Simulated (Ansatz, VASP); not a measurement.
B3P: VASP beside Ansatz

Contents of INCAR:

```
SYSTEM = B3P
PREC = Accurate ; ENCUT = 500
EDIFF = 1E-6 ; ISMEAR = 0
SIGMA = 0.1 ; LREAL = .False.
LASPH = .True. ; NELM = 120
ALGO = Normal ; ISIF = 2
LWAVE = .False. ; LCHARG = .False.
GGA = PE ; NBANDS = 24
GGA_COMPAT = .False.
```

The input KPOINTS:

```
Automatic mesh
0
Gamma
  4 4 4
  0 0 0
```

The input POSCAR:

```
B3P
1.0
    4.5943343600      0.0000000000      0.0000000000
    0.0000000000      4.5943343600      0.0000000000
    0.0000000000      0.0000000000      4.5943343600
B P
6 2
Direct
    0.2947778500      0.0000000000      0.0000000000
    0.7052221500      0.0000000000      0.0000000000
    0.0000000000      0.2947778500      0.0000000000
    0.0000000000      0.7052221500      0.0000000000
    0.0000000000      0.0000000000      0.2947778500
    0.0000000000      0.0000000000      0.7052221500
    0.0000000000      0.0000000000      0.0000000000
    0.5000000000      0.5000000000      0.5000000000
```

Input for Ansatz:

```yaml
crystal:
  lattice:
    - [4.59433436, 0.0, 0.0]
    - [0.0, 4.59433436, 0.0]
    - [0.0, 0.0, 4.59433436]
  atoms:
    - { symbol: B, position: [0.29477785, 0.0, 0.0] }
    - { symbol: B, position: [0.70522215, 0.0, 0.0] }
    - { symbol: B, position: [0.0, 0.29477785, 0.0] }
    - { symbol: B, position: [0.0, 0.70522215, 0.0] }
    - { symbol: B, position: [0.0, 0.0, 0.29477785] }
    - { symbol: B, position: [0.0, 0.0, 0.70522215] }
    - { symbol: P, position: [0.0, 0.0, 0.0] }
    - { symbol: P, position: [0.5, 0.5, 0.5] }
basis:
  ecutwfc: 420
kpoints:
  mp_grid: { grid: [4, 4, 4] }
hamiltonian:
  xc: pbe
scf:
  occupations: { method: gaussian, width: 0.1 }
  lower_state_search: "off"
output:
  forces: true
  stress: true
  eigenvalues: true
```

Alike in both runs: task single point; functional PBE; k mesh 4 × 4 × 4; occupations gaussian, width 0.1 eV; no spin polarisation.

|  | VASP | Ansatz |
| --- | --- | --- |
| version | VASP 6.6.1 | Ansatz 0.2.0 |
| potentials or method | VASP PAW PBE potentials, release 64 (B, P), cutoff 500 eV | scalar-relativistic, plane waves, PAW |
| valence electrons in the cell | 28 | 28 |

Ansatz gave:

| Item | Value |
| --- | --- |
| gap on the k mesh at the Fermi level (eV) | none |
| rms of the force components (eV/Å) | 15.500 |

Problem. What did VASP give for the same quantities?

Solution. gap on the k mesh at the Fermi level (eV): none; rms of the force components (eV/Å): 15.706.

Atom by atom the forces differ by 0.206 eV/Å (rms over components). A gap of «none» marks a metal or a gap that the smearing closes. The functional is the same, so the differences come from potentials, cutoffs and numerics.
